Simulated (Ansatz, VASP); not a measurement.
**One calculation of AgCl, two programs**

Contents of INCAR:

```
SYSTEM = AgCl
PREC = Accurate ; ENCUT = 520
EDIFF = 1E-7 ; ISMEAR = 0
SIGMA = 0.05 ; LREAL = .False.
LASPH = .True. ; NELM = 100
ALGO = Normal ; ISIF = 2
LWAVE = .False. ; LCHARG = .False.
GGA = CA ; NBANDS = 16
```

KPOINTS

```
Automatic mesh
0
Gamma
  8 8 8
  0 0 0
```

POSCAR

```
AgCl
1.0
    0.0000000000      2.7731500000      2.7731500000
    2.7731500000      0.0000000000      2.7731500000
    2.7731500000      2.7731500000      0.0000000000
Ag Cl
1 1
Direct
    0.4864774715      0.4864774715      0.5135225285
    0.0000000000      0.0000000000      0.0000000000
```

Input for Ansatz:

```yaml
crystal:
  lattice:
    - [0.0, 2.77315, 2.77315]
    - [2.77315, 0.0, 2.77315]
    - [2.77315, 2.77315, 0.0]
  atoms:
    - { symbol: Ag, position: [0.4864774715, 0.4864774715, 0.5135225285] }
    - { symbol: Cl, position: [0.0, 0.0, 0.0] }
basis:
  ecutwfc: 420
kpoints:
  mp_grid: { grid: [8, 8, 8] }
hamiltonian:
  xc: lda
scf:
  occupations: { method: gaussian, width: 0.05 }
output:
  forces: true
  stress: true
  eigenvalues: true
```

Change from the starting cell: all Ag atoms moved +0.075 Å, as atom 1 towards its neighbour atom 2 (Cl) at 2.773 Å.

Alike in both runs: task single point; functional LDA; k mesh 8 × 8 × 8; occupations gaussian, width 0.05 eV; no spin polarisation.

|  | VASP | Ansatz |
| --- | --- | --- |
| version | VASP 6.6.1 | Ansatz 0.2.0 |
| potentials or method | VASP PAW LDA potentials, release 64 (Ag, Cl), cutoff 520 eV | scalar-relativistic, plane waves, PAW |
| valence electrons in the cell | 18 | 26 |

|  | VASP | Ansatz | Ansatz less VASP |
| --- | --- | --- | --- |
| gap on the k mesh at the Fermi level (eV) | 0.65 | 0.62 | -0.027 |
| least direct gap on the mesh (eV) | 2.74 | 2.71 | -0.028 |
| pressure (GPa) | -5.5 | -5.5 | 0.00 |
| traceless stress, the component that is largest in VASP (GPa) | 0.15 | 0.15 | -0.001 |
| rms of the force components (eV/Å) | 0.027 | 0.026 | -0.0007 |

LDA's correlation is that of Perdew and Zunger in VASP and of Perdew and Wang (1992) in Ansatz. Atom by atom the forces differ by 0.001 eV/Å (rms over components). VASP's potentials hold 18 valence electrons a cell and Ansatz's 26, so a difference there can come from the potentials and not from the codes.
